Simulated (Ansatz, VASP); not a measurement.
# One calculation of CuO, two programs

```xyz
4
Lattice="2.3447 -1.7134 0.0000 2.3447 1.7134 0.0000 -0.8606 0.0000 5.0594" Properties=species:S:1:pos:R:3 pbc="T T T"
Cu    1.1723    0.8457    0.0000
Cu    0.7421   -0.8457    2.5297
O     2.0724   -0.2841    1.2836
O     1.6421    0.2841    3.8133
```

Alike in both runs: task single point; functional PBEsol; k mesh 6 × 6 × 4; occupations gaussian, width 0.1 eV; collinear spin.

|  | VASP | Ansatz |
| --- | --- | --- |
| version | VASP 6.6.1 | Ansatz 0.2.0 |
| potentials or method | VASP PAW PBE potentials, release 64 (Cu_sv_GW, O), cutoff 700 eV | scalar-relativistic, plane waves, PAW |
| valence electrons in the cell | 50 | 50 |

```tsv
	VASP	Ansatz	Ansatz less VASP
gap on the k mesh at the Fermi level (eV)	none	none	-
pressure (GPa)	-5.5	-2.7	+2.87
traceless stress, the component that is largest in VASP (GPa)	2.23	2.27	+0.040
rms of the force components (eV/Å)	0.426	0.421	-0.0049
net moment per atom (μB)	0.00	0.00	-0.001
```

VASP's potentials were made for PBE, not for PBEsol. Atom by atom the forces differ by 0.008 eV/Å (rms over components). A gap of «none» marks a metal or a gap that the smearing closes. Ansatz's warnings: seeded moment not kept.

The k mesh is coarse, so the values compare programs but aren't converged.
